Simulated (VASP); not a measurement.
Set up this calculation in VASP 6.6.1, as the native input.

| Item | Value |
| --- | --- |
| Task | single point |
| Functional | r2SCAN |
| Potentials or basis | VASP PAW PBE potentials, release 64 (W_sv, Bi_d) |
| Cutoff | 520 eV |
| k mesh | 10 × 10 × 6 |
| Occupations | gaussian, width 0.05 eV |
| Spin | no spin polarisation |
| Dipole correction | no |
| Further INCAR settings | ALGO = Normal; EDIFF = 1e-06; NBANDS = 37 |

Crystal: BiW.

```
W Bi
1.0
     4.62621    0.00000    0.00000
    -2.31310    4.00641    0.00000
     0.00000    0.00000    5.15283
W Bi
2 2
Cartesian
  0.0000 0.0000 0.0000
  0.0000 0.0000 2.5764
  0.0000 2.6709 1.2882
  2.3131 1.3355 3.8646
```

These files were run (other wordings do the same):

POSCAR

```
BiW
1.0
    4.6262075996      0.0000000000      0.0000000000
   -2.3131037998      4.0064133044      0.0000000000
    0.0000000000      0.0000000000      5.1528347002
W Bi
2 2
Direct
    0.0000000000      0.0000000000      0.0000000000
    0.0000000000      0.0000000000      0.5000000000
    0.3333333333      0.6666666667      0.2500000000
    0.6666666667      0.3333333333      0.7500000000
```

INCAR.step1

```
SYSTEM = BiW
PREC = Accurate
ENCUT = 520
ISMEAR = 0
SIGMA = 0.05
LREAL = .FALSE.
LASPH = .TRUE.
NELM = 60
NBANDS = 37
GGA = PE
ALGO = Normal
EDIFF = 1E-4
LWAVE = .TRUE.
LCHARG = .FALSE.
```

INCAR.step2

```
SYSTEM = BiW
PREC = Accurate
ENCUT = 520
EDIFF = 1E-6
ISMEAR = 0
SIGMA = 0.05
LREAL = .FALSE.
LASPH = .TRUE.
NELM = 60
ALGO = Normal
ISIF = 2
LWAVE = .FALSE.
LCHARG = .FALSE.
METAGGA = R2SCAN
LMIXTAU = .TRUE.
NBANDS = 37
ISTART = 1
```

KPOINTS

```
regular mesh
0
G
  10 10 6
  0 0 0
```

Potentials or basis: VASP PAW PBE potentials, release 64 (W_sv, Bi_d).

Launch:

```console
$ cat potpaw_PBE.64/W_sv/POTCAR potpaw_PBE.64/Bi_d/POTCAR > POTCAR
$ cp INCAR.step1 INCAR
$ mpirun -np 1 vasp_std > vasp.out
$ cp INCAR.step2 INCAR
$ mpirun -np 1 vasp_std > vasp.out
```

Results of the run:

```yaml
Pressure: -2.2 GPa
Band_gap_on_the_k_mesh: zero (bands 29 and 30 overlap by 1.44 eV)
```

Caveat: the PAW data sets were made with another functional, which shifts forces and pressure a little; spin-orbit coupling is left out, which moves the levels of the heavy elements.

Wall time 3.7 min on 1 thread of Intel(R) Xeon(R) 6975P-C (Granite Rapids), on a shared host, peak memory 0.34 GiB.
